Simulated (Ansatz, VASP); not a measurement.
HgS3 in VASP and in Ansatz

```
Hg S
1.0
     3.73204    2.15470    2.80148
    -3.73204    2.15470    2.80148
     0.00000   -4.30939    2.80148
Hg S
1 3
Cartesian
  0.0000 0.0000 4.2367
  2.6877 1.5517 2.1228
  -2.6877 1.5517 2.1228
  0.0000 -3.1035 2.1228
```

Alike in both runs: functional PBE; k mesh 6 × 6 × 6; occupations gaussian, width 0.1 eV; no spin polarisation.

Ansatz relaxed the structure, and its values are those at the end. VASP's run is a single point on that final structure, the one shown.

|  | VASP | Ansatz |
| --- | --- | --- |
| version | VASP 6.6.1 | Ansatz 0.2.0 |
| potentials or method | VASP PAW PBE potentials, release 64 (Hg, S), cutoff 520 eV | scalar-relativistic, plane waves, PAW |
| valence electrons in the cell | 30 | 38 |

```tsv
	VASP	Ansatz	Ansatz less VASP
gap on the k mesh at the Fermi level (eV)	1.39	1.36	-0.028
least direct gap on the mesh (eV)	1.39	1.36	-0.028
pressure (GPa)	-0.1	0.2	+0.32
rms of the force components (eV/Å)	0.104	0.004	-0.1005
```

VASP's potentials hold 30 valence electrons a cell and Ansatz's 38, so a difference there can come from the potentials and not from the codes.

Spin-orbit coupling is off throughout.
